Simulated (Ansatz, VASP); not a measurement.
**One calculation of NiO2, two programs**

Contents of INCAR:

```
  PREC = Accurate
  ENCUT = 520
  EDIFF = 1E-6
  ISMEAR = 0
  SIGMA = 0.05
  LREAL = False
  LASPH = True
  NELM = 60
  ALGO = Normal
  ISIF = 2
  LWAVE = False
  LCHARG = True
  GGA = CA
  LELF = True
  LVHAR = True
  NBANDS = 18
```

File KPOINTS:

```
Automatic mesh
0
Gamma
  12 12 6
```

POSCAR

```
NiO2
1.0
    2.6872726493      0.0000000000      0.0000000000
   -1.3436363247      2.3272463812      0.0000000000
    0.0000000000      0.0000000000      4.4458238710
Ni O
1 2
Direct
    0.0000000000      0.0000000000      0.5000000000
    0.6666666667      0.3333333333      0.7542852723
    0.3333333333      0.6666666667      0.2457147277
```

Input for Ansatz:

```yaml
crystal:
  lattice:
    - [2.6872726493, 0.0, 0.0]
    - [-1.3436363247, 2.3272463812, 0.0]
    - [0.0, 0.0, 4.445823871]
  atoms:
    - { symbol: Ni, position: [0.0, 0.0, 0.5] }
    - { symbol: O, position: [0.6666666667, 0.3333333333, 0.7542852723] }
    - { symbol: O, position: [0.3333333333, 0.6666666667, 0.2457147277] }
basis:
  ecutwfc: 520.0
kpoints:
  mp_grid: { grid: [12, 12, 6] }
hamiltonian:
  xc: lda
  pseudopotentials: { kind: paw }
scf:
  occupations: { method: gaussian, width: 0.05 }
output:
  forces: true
  stress: true
  eigenvalues: true
```

Alike in both runs: task single point; functional LDA; k mesh 12 × 12 × 6; occupations gaussian, width 0.05 eV; no spin polarisation.

```csv
,VASP,Ansatz
version,VASP 6.6.1,Ansatz 0.2.0
potentials or method,"VASP PAW LDA potentials, release 64 (Ni, O), cutoff 520 eV","scalar-relativistic, plane waves, PAW"
valence electrons in the cell,22,30
```

VASP gave:

- gap on the k mesh at the Fermi level (eV): 0.51
- least direct gap on the mesh (eV): 0.53
- pressure (GPa): -16.6
- traceless stress, the component that is largest in VASP (GPa): -20.44
- rms of the force components (eV/Å): 1.357

Q: Estimate Ansatz's values.

A: gap on the k mesh at the Fermi level (eV): 0.55; least direct gap on the mesh (eV): 0.56; pressure (GPa): -17.3; traceless stress, the component that is largest in VASP (GPa): -20.60; rms of the force components (eV/Å): 1.411.

LDA's correlation is that of Perdew and Zunger in VASP and of Perdew and Wang (1992) in Ansatz. Atom by atom the forces differ by 0.054 eV/Å (rms over components). VASP's potentials hold 22 valence electrons a cell and Ansatz's 30, so a difference there can come from the potentials and not from the codes.
